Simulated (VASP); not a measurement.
# As (R-3m) in VASP: single point with PBEsol

Aim: the single point of As with PBEsol.

Program: VASP 6.6.1. These are calculated values, not measurements. Logs are shortened: lines on timing, memory, paths and dates and some standing lists are left out, and cuts for length are marked.

### 1 The cell of the first run

Symmetry: R-3m, No. 166, trigonal system. The conventional cell has a = 3.782 Å, b = 3.782 Å, c = 10.102 Å, α = 90.00°, β = 90.00°, γ = 120.00°. Within 3.3 Å of As (site symmetry 3m) lie 6 As at 2.53 to 3.02 Å.

### 2 Single point, PBEsol

INCAR

```
SYSTEM = As
PREC     = Accurate       ! precision mode
ENCUT    = 510            ! plane-wave cutoff, eV
EDIFF    = 1E-6           ! SCF threshold, eV
ISMEAR   = -1             ! smearing method
SIGMA    = 0.1            ! smearing width, eV
LREAL    = .FALSE.        ! projectors in reciprocal space
LASPH    = .TRUE.         ! aspherical terms in the spheres
NELM     = 120            ! most SCF steps
ALGO     = Normal         ! electronic algorithm
ISIF     = 2              ! what is computed and relaxed
LWAVE    = .FALSE.        ! write WAVECAR
LCHARG   = .FALSE.        ! write CHGCAR
GGA      = PS             ! functional
NBANDS   = 22             ! bands
GGA_COMPAT= .FALSE.
```

KPOINTS

```
regular mesh
0
G
  10 10 10
  0 0 0
```

POSCAR

```
As
1.0
    1.8907949362      1.0916509654      3.3671899136
   -1.8907949362      1.0916509654      3.3671899136
    0.0000000000     -2.1833019308      3.3671899136
As
2
Direct
    0.7698630833      0.7698630833      0.7698630833
    0.2301369167      0.2301369167      0.2301369167
```

Potentials or basis: VASP PAW PBE potentials, release 64 (As_d).

The run is started by

```console
$ cat potpaw_PBE.64/As_d/POTCAR > POTCAR
$ mpirun -np 1 vasp_std > vasp.out
```

OUTCAR:

```text
SYSTEM = As
   PREC = Accurate
   ENCUT = 510
   EDIFF = 1E-6
   ISMEAR = -1
   LREAL = .FALSE.
   LASPH = .TRUE.
   NELM = 120
   ISIF = 2
   GGA = PS

 ion  position               nearest neighbor table
   1  0.770  0.770  0.770-   2 2.53   2 2.53   2 2.53
   2  0.230  0.230  0.230-   1 2.53   1 2.53   1 2.53

  LATTYP: Found a trigonal (rhomboedric) cell.
 ALAT       =     4.0130755332
 COS(alpha) =     0.5560192007

  Lattice vectors:

 A1 = (   1.8907949362,   1.0916509654,   3.3671899136)
 A2 = (  -1.8907949362,   1.0916509654,   3.3671899136)
 A3 = (   0.0000000000,  -2.1833019308,   3.3671899136)

Analysis of symmetry for initial positions (statically):
=====================================================================
 Subroutine PRICEL returns:
 Original cell was already a primitive cell.

 Routine SETGRP: Setting up the symmetry group for a
 trigonal (rhombohedral) supercell.

 Subroutine GETGRP returns: Found 12 space group operations
 (whereof 12 operations were pure point group operations)
 out of a pool of 12 trial point group operations.

The static configuration has the point symmetry D_3d.

Analysis of symmetry for dynamics (positions and initial velocities):
=====================================================================
 Subroutine PRICEL returns:
 Original cell was already a primitive cell.

 Routine SETGRP: Setting up the symmetry group for a
 trigonal (rhombohedral) supercell.

 Subroutine GETGRP returns: Found 12 space group operations
 (whereof 12 operations were pure point group operations)
 out of a pool of 12 trial point group operations.

The dynamic configuration has the point symmetry D_3d.

 Subroutine INISYM returns: Found 12 space group operations
 (whereof 12 operations are pure point group operations),
 and found     1 'primitive' translations

----------------------------------------------------------------------------------------

                                     Primitive cell

  volume of cell :      41.7011

  direct lattice vectors                    reciprocal lattice vectors
     1.890794936  1.091650965  3.367189914     0.264439041  0.152673952  0.098994515
    -1.890794936  1.091650965  3.367189914    -0.264439041  0.152673952  0.098994515
     0.000000000 -2.183301931  3.367189914     0.000000000 -0.305347903  0.098994515

  length of vectors
     4.013075533  4.013075533  4.013075533     0.320994168  0.320994168  0.320994168

  position of ions in fractional coordinates (direct lattice)
     0.769863083  0.769863083  0.769863083
     0.230136917  0.230136917  0.230136917

  ion indices of the primitive-cell ions
   primitive index   ion index
                 1           1
                 2           2

----------------------------------------------------------------------------------------

 KPOINTS: regular mesh

Automatic generation of k-mesh.
 Grid dimensions read from file:
 generate k-points for:   10   10   10

 Generating k-lattice:

  Cartesian coordinates                     Fractional coordinates (reciprocal lattice)
     0.026443904  0.015267395  0.009899452     0.100000000 -0.000000000 -0.000000000
    -0.026443904  0.015267395  0.009899452    -0.000000000  0.100000000 -0.000000000
     0.000000000 -0.030534790  0.009899452    -0.000000000 -0.000000000  0.100000000

  Length of vectors
     0.032099417  0.032099417  0.032099417

  Shift w.r.t. Gamma in fractional coordinates (k-lattice)
     0.000000000  0.000000000  0.000000000

 Subroutine IBZKPT returns following result:
 ===========================================

 Found    116 irreducible k-points:

 Following reciprocal coordinates:
            Coordinates               Weight
  0.000000  0.000000  0.000000      1.000000
  0.100000  0.000000  0.000000      6.000000
  0.200000  0.000000  0.000000      6.000000
  0.300000  0.000000 -0.000000      6.000000
  0.400000  0.000000  0.000000      6.000000
  0.500000  0.000000  0.000000      3.000000
[... 16 lines left out ...]
  0.300000  0.300000 -0.000000      6.000000
  0.400000  0.300000 -0.000000     12.000000
 [... further k-points ...]
   k-points           NKPTS =    116   k-points in BZ     NKDIM =    116   number of bands    NBANDS=     22
   number of dos      NEDOS =    301   number of ions     NIONS =      2
   total plane-waves  NPLWV =  27000
   dimension x,y,z NGX =    30 NGY =   30 NGZ =   30
   dimension x,y,z NGXF=    60 NGYF=   60 NGZF=   60
   ions per type =               2
   NGX,Y,Z   is equivalent  to a cutoff of  12.43, 12.43, 12.43 a.u.
   NGXF,Y,Z  is equivalent  to a cutoff of  24.86, 24.86, 24.86 a.u.
 SYSTEM =  As
   PREC   = accura    normal or accurate (medium, high low for compatibility)
   ISTART =      0    job   : 0-new  1-cont  2-samecut
   ICHARG =      2    charge: 1-file 2-atom 10-const
   ISPIN  =      1    spin polarized calculation?
   LNONCOLLINEAR =      F non collinear calculations
   LSORBIT =      F    spin-orbit coupling
   LASPH  =      T    aspherical Exc in radial PAW
   ENCUT  =  510.0 eV  37.48 Ry    6.12 a.u.   7.39  7.39  7.39*2*pi/ulx,y,z
   NELM   =    120;   NELMIN=  2; NELMDL= -5     # of ELM steps
   EDIFF  = 0.1E-05   stopping-criterion for ELM
   LREAL  =      F    real-space projection
   EDIFFG = 0.1E-04   stopping-criterion for IOM
   NSW    =      0    number of steps for IOM
   IBRION =     -1    ionic relax: 0-MD 1-quasi-New 2-CG
   NFREE  =      0    steps in history (QN), initial steepest desc. (CG)
   ISIF   =      2    stress and relaxation
   ISYM   =      2    0-nonsym 1-usesym 2-fastsym
   POTIM  = 0.5000    time-step for ionic-motion
   TEBEG  =    0.0;   TEEND  =   0.0 temperature during run
   PSTRESS=    0.0 pullay stress
   NELECT =      30.0000    total number of electrons
   NUPDOWN=      -1.0000    fix difference up-down
   EMIN   =  10.00;   EMAX   =-10.00  energy-range for DOS
   EFERMI =   0.00;   METHOD = LEGACY
   ISMEAR =    -1;   SIGMA  =   0.10  broadening in eV -4-tet -1-fermi 0-gaus
   EFERMI_NEDOS =   21; number of points for ismear=-14 and -15
   IALGO  =     38    algorithm
   IMIX   =      4    mixing-type and parameters
     AMIX     =   0.40;   BMIX     =  1.00
     AMIX_MAG =   1.60;   BMIX_MAG =  1.00
  volume/ion in A,a.u.               =      20.85       140.71
  Fermi-wavevector in a.u.,A,eV,Ry     =   1.466897  2.772033 29.276827  2.151786
  Thomas-Fermi vector in A             =   2.582579
   LORBIT       =      0    0 simple, 1 ext, 2 COOP (PROOUT), +10 PAW based schemes
   GGA     = PS    functional components
   LHFCALC =     F    Hartree Fock is set to
   AEXX    =    0.0000 exact exchange contribution
   IVDW    =     0    specifies the selected vdW correction
   LEPSILON=     F    determine dielectric tensor
   LRPA    =     F    only Hartree local field effects (RPA)
 non-spin polarized calculation
  energy-cutoff  :      510.00
  volume of cell :       41.70
 maximum number of plane-waves:      1105
 NGX is ok and might be reduce to    30
   NGX = 15   NGY = 15   NGZ = 15

 number of electron      30.0000016 magnetization

 Free energy of the ion-electron system (eV)
  ---------------------------------------------------
  ext. energy  EPLUGINS =         0.00000000
  ---------------------------------------------------
  free energy    TOTEN  =       -10.25561649 eV

  energy without entropy =      -10.24950761  energy(sigma->0) =      -10.25256205

 E-fermi :   3.9228     XC(G=0): -11.0393

 val. band max:        3.8781960915   @ k =   0.4000   0.3000   0.3000
 cond. band min:       3.9869968143   @ k =   0.4000   0.1000   0.1000
 fundamental gap:      0.1088007228
 Fermi energy:         3.9227503275

 k-point     1 :       0.0000    0.0000    0.0000
  band No.  band energies     occupation
      1     -32.3146      2.00000
      2     -32.3146      2.00000
      3     -32.2687      2.00000
      4     -32.2687      2.00000
      5     -32.2424      2.00000
      6     -32.2020      2.00000
[... 14 lines left out ...]
     21      10.8020      0.00000
     22      12.5374      0.00000

 k-point     2 :       0.1000    0.0000    0.0000
  band No.  band energies     occupation
      1     -32.3130      2.00000
      2     -32.3116      2.00000
      3     -32.2676      2.00000
      4     -32.2667      2.00000
      5     -32.2414      2.00000
      6     -32.2034      2.00000
[... 14 lines left out ...]
     21      10.3558      0.00000
     22      13.4507      0.00000

 k-point     3 :       0.2000    0.0000    0.0000
  band No.  band energies     occupation
      1     -32.3084      2.00000
      2     -32.3029      2.00000
      3     -32.2646      2.00000
      4     -32.2608      2.00000
      5     -32.2383      2.00000
      6     -32.2076      2.00000
[... 14 lines left out ...]
     21      10.9121      0.00000
     22      15.3753      0.00000

 k-point     4 :       0.3000    0.0000   -0.0000
  band No.  band energies     occupation
      1     -32.3022      2.00000
      2     -32.2898      2.00000
      3     -32.2604      2.00000
      4     -32.2522      2.00000
      5     -32.2339      2.00000
      6     -32.2139      2.00000
[... 14 lines left out ...]
     21      12.2083      0.00000
     22      16.7340      0.00000

 k-point     5 :       0.4000    0.0000    0.0000
  band No.  band energies     occupation
      1     -32.2966      2.00000
      2     -32.2754      2.00000
      3     -32.2557      2.00000
      4     -32.2423      2.00000
      5     -32.2305      2.00000
      6     -32.2221      2.00000
[... 417 lines left out ...]
 k-point    22 :      -0.2000    0.2000    0.0000
  band No.  band energies     occupation
      1     -32.3069      2.00000
      2     -32.2774      2.00000
      3     -32.2585      2.00000
      4     -32.2517      2.00000
      5     -32.2293      2.00000
      6     -32.2233      2.00000
[... 14 lines left out ...]
     21      14.0776      0.00000
     22      14.8085      0.00000

 k-point    23 :       0.3000    0.3000   -0.0000
  band No.  band energies     occupation
      1     -32.3127      2.00000
      2     -32.2807      2.00000
      3     -32.2633      2.00000
      4     -32.2497      2.00000
      5     -32.2322      2.00000
      6     -32.2169      2.00000
[... 14 lines left out ...]
     21      13.6081      0.00000
     22      15.0380      0.00000

 k-point    24 :       0.4000    0.3000   -0.0000
  band No.  band energies     occupation
      1     -32.3108      2.00000
      2     -32.2747      2.00000
      3     -32.2600      2.00000
      4     -32.2456      2.00000
      5     -32.2291      2.00000
      6     -32.2221      2.00000
[... 14 lines left out ...]
     21      14.8991      0.00000
     22      15.7463      0.00000

 [... further k-points ...]

------------------------ aborting loop because EDIFF is reached ----------------------------------------

  FORCE on cell =-STRESS in cart. coord.  units (eV):
  Direction    XX          YY          ZZ          XY          YZ          ZX
  --------------------------------------------------------------------------------------
  -------------------------------------------------------------------------------------
  Total        0.0706326      0.0706326      0.0706098     -0.0000000      0.0000000      0.0000000
  in kB        2.7137433      2.7137433      2.7128683     -0.0000000      0.0000000      0.0000000
  external PRESSURE =       2.7134517 kB  Pullay stress =       0.0000000 kB

 VOLUME and BASIS-vectors are now :
 -----------------------------------------------------------------------------
  energy-cutoff  :      510.00
  volume of cell :       41.70
      direct lattice vectors                 reciprocal lattice vectors
     1.890794936  1.091650965  3.367189914     0.264439041  0.152673952  0.098994515
    -1.890794936  1.091650965  3.367189914    -0.264439041  0.152673952  0.098994515
     0.000000000 -2.183301931  3.367189914     0.000000000 -0.305347903  0.098994515

 POSITION                                       TOTAL-FORCE (eV/Angst)
 -----------------------------------------------------------------------------------
      0.00000      0.00000      7.77683         0.000000      0.000000     -0.010292
      0.00000      0.00000      2.32474         0.000000      0.000000      0.010292
 -----------------------------------------------------------------------------------
    total drift:                               -0.000000      0.000000     -0.000000

  FREE ENERGIE OF THE ION-ELECTRON SYSTEM (eV)
  ---------------------------------------------------
  free  energy   TOTEN  =       -10.2556164936 eV

  energy  without entropy=      -10.2495076067  energy(sigma->0) =      -10.25256205
```

Run time: 49 s. Hardware: 1 thread of Intel Xeon 6975P-C (Granite Rapids), shared host; peak memory 0.21 GiB.

What came out:

```
Free energy            : -10.2556 eV
Pressure               : 0.3 GPa
Largest force          : 0.010 eV/Å
Band gap on the k mesh : zero (bands 15 and 16 overlap by 0.26 eV)
```

Forces in eV/Å, atoms in the order of the input:
```
As   0.000  0.000 -0.010
As   0.000  0.000  0.010
```

Levels at points of the mesh, in eV from the Fermi level:
```
           k point  band 12  band 13  band 14  band 15  band 16  band 17  band 18  band 19
(0.00, 0.00, 0.00)    -5.58    -2.39    -2.09    -2.09     2.08     3.11     3.11     6.48
(0.50, 0.00, 0.00)   -11.31    -2.60    -2.42    -0.35    -0.30     0.23     0.90     9.34
(0.50, 0.50, 0.00)    -9.55    -6.36    -4.38    -4.31     1.52     5.71     6.72     7.70
(0.50, 0.50, 0.50)   -10.39    -1.73    -1.73    -0.69     0.37     0.37     1.56     8.40
```

Caveat: the PAW data sets were made with another functional, which shifts forces and pressure a little.

The gap in the log of VASP goes by the Fermi energy; the results here count the filled bands.